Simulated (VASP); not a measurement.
Write the native input for VASP 6.6.1 that does the following.

* Task: single point
* Functional: LDA
* Potentials or basis: VASP PAW LDA potentials, release 64 (Mg, O)
* Cutoff: 600 eV
* k mesh: 8 × 8 × 8
* Occupations: gaussian, width 0.02 eV
* Spin: no spin polarisation
* Dipole correction: no
* Further INCAR settings: ALGO = Normal; EDIFF = 1e-06; NBANDS = 11

The structure of MgO (qe600) lies in POSCAR:

```
MgO
1.0
    0.0000000000      2.0804427652      2.0804427652
    2.0804427652      0.0000000000      2.0804427652
    2.0804427652      2.0804427652      0.0000000000
Mg O
1 1
Direct
    0.0000000000      0.0000000000      0.0000000000
    0.5000000000      0.5000000000      0.5000000000
```

These files were run (other wordings do the same):

INCAR

```
SYSTEM = MgO
PREC = Accurate
ENCUT = 600
EDIFF = 1E-6
ISMEAR = 0
SIGMA = 0.02
LREAL = .FALSE.
LASPH = .TRUE.
NELM = 120
ALGO = Normal
ISIF = 2
LWAVE = .FALSE.
LCHARG = .FALSE.
NBANDS = 11
GGA_COMPAT = .FALSE.
```

KPOINTS

```
regular mesh
0
G
  8 8 8
  0 0 0
```

Potentials or basis: VASP PAW LDA potentials, release 64 (Mg, O).

Run with:

```console
$ cat potpaw_LDA.64/Mg/POTCAR potpaw_LDA.64/O/POTCAR > POTCAR
$ mpirun -np 1 vasp_std > vasp.out
```

It gave:

- Pressure: -2.2 GPa
- Band gap on the k mesh: 5.02 eV, direct

Wall time 5.7 s on 1 thread of AMD EPYC 9R45 (Zen 5), on a shared host, peak memory 0.1 GiB.
